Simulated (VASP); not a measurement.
A run of VASP 6.6.1 is set up as follows.

POSCAR

```
TaN
1.0
    3.0008202620      0.0000000000      0.0000000000
   -1.5004101310      2.5987865791      0.0000000000
    0.0000000000      0.0000000000      6.0217649576
Ta N
2 2
Direct
    0.3333333333      0.6666666667      0.0334411652
    0.6666666667      0.3333333333      0.5334411652
    0.3333333333      0.6666666667      0.3515588348
    0.6666666667      0.3333333333      0.8515588348
```

The input INCAR.step1:

```
SYSTEM = TaN
PREC = Accurate
ENCUT = 520
ISMEAR = -1
SIGMA = 0.05
LREAL = .False.
LASPH = .True.
NELM = 60
NBANDS = 24
GGA = PE
ALGO = Normal
EDIFF = 1E-4
LWAVE = .True.
LCHARG = .False.
```

Contents of INCAR.step2:

```
SYSTEM = TaN
PREC = Accurate
ENCUT = 520
EDIFF = 1E-6
ISMEAR = -1
SIGMA = 0.05
LREAL = .False.
LASPH = .True.
NELM = 60
ALGO = Normal
ISIF = 2
LWAVE = .False.
LCHARG = .False.
METAGGA = R2SCAN
LMIXTAU = .True.
NBANDS = 24
ISTART = 1
```

KPOINTS

```
regular mesh
0
Gamma
  10 10 6
  0 0 0
```

Potentials or basis: VASP PAW PBE potentials, release 64 (Ta_pv, N).

Command:

```bash
$ cat potpaw_PBE.64/Ta_pv/POTCAR potpaw_PBE.64/N/POTCAR > POTCAR
$ cp INCAR.step1 INCAR
$ mpirun -np 1 vasp_std > vasp.out
$ cp INCAR.step2 INCAR
$ mpirun -np 1 vasp_std > vasp.out
```

**Question.** Predict the largest force.

**Answer.** 0.045 eV/Å.

**Question.** Predict the band gap on the k mesh.

**Answer.** Zero (band 16 reaches 7.47 eV, above the bottom of band 17 at 7.40 eV).

Forces on the atoms (eV/Å):
```
Ta   0.000  0.000 -0.045
Ta   0.000  0.000 -0.045
N    0.000  0.000  0.045
N    0.000  0.000  0.045
```

Caveat: the PAW data sets were made with another functional, which shifts forces and pressure a little; spin-orbit coupling is left out, which moves the levels of the heavy elements.
